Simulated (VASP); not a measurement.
Input of a VASP 6.6.1 run:

The input INCAR:

```
  PREC = Accurate
  ENCUT = 500
  EDIFF = 1E-6
  ISMEAR = -1
  SIGMA = 0.05
  LREAL = F
  LASPH = T
  NELM = 120
  ALGO = Normal
  ISIF = 2
  LWAVE = F
  LCHARG = F
  GGA = PS
  NBANDS = 17
  GGA_COMPAT = F
```

Contents of KPOINTS:

```
regular mesh
0
Gamma
  10 10 5
```

The input POSCAR:

```
Hf
1.0
    3.2606340000      0.0000000000      0.0000000000
   -1.6303170000      2.8237918765      0.0000000000
    0.0000000000      0.0000000000      5.0578000000
Hf
2
Direct
    0.6666666667      0.3333333333      0.7500000000
    0.3333333333      0.6666666667      0.2500000000
```

Potentials or basis: VASP PAW PBE potentials, release 64 (Hf_pv).

Command:

```console
$ cat potpaw_PBE.64/Hf_pv/POTCAR > POTCAR
$ mpirun -np 1 vasp_std > vasp.out
```

Question: What does it give for the band gap on the k mesh?

Answer: Zero (bands 10 and 11 overlap by 1.42 eV).

Question: Predict the pressure.

Answer: -7.9 GPa.

Stress tensor (GPa, compression positive):
```
-8.42  0.00  0.00
 0.00 -8.42  0.00
 0.00  0.00 -6.81
```

Caveat: the cell stands under tension; the PAW data sets were made with another functional, which shifts forces and pressure a little; spin-orbit coupling is left out, which moves the levels of the heavy elements.
